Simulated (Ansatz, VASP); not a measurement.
**TiAl in VASP and in Ansatz**

```
CELL_PARAMETERS angstrom
2.79405 0.00000 0.00000
0.00000 2.79405 0.00000
0.00000 0.00000 4.04040
ATOMIC_POSITIONS crystal
Ti 0.50000 0.50000 0.50000
Al 0.00000 0.00000 0.00000
```

Alike in both runs: functional PBEsol; k mesh 14 × 14 × 10; occupations gaussian, width 0.1 eV; no spin polarisation.

Ansatz relaxed the structure, and its values are those at the end. VASP's run is a single point on that final structure, the one shown.

|  | VASP | Ansatz |
| --- | --- | --- |
| version | VASP 6.6.1 | Ansatz 0.2.0 |
| potentials or method | VASP PAW PBE potentials, release 64 (Ti_sv, Al), cutoff 520 eV | scalar-relativistic, plane waves, PAW |
| valence electrons in the cell | 15 | 15 |

```tsv
	VASP	Ansatz	Ansatz less VASP
gap on the k mesh at the Fermi level (eV)	none	none	-
pressure (GPa)	0.1	0.0	-0.09
```

VASP's potentials were made for PBE, not for PBEsol, and Ansatz warns of the same on its side. A gap of «none» marks a metal or a gap that the smearing closes.
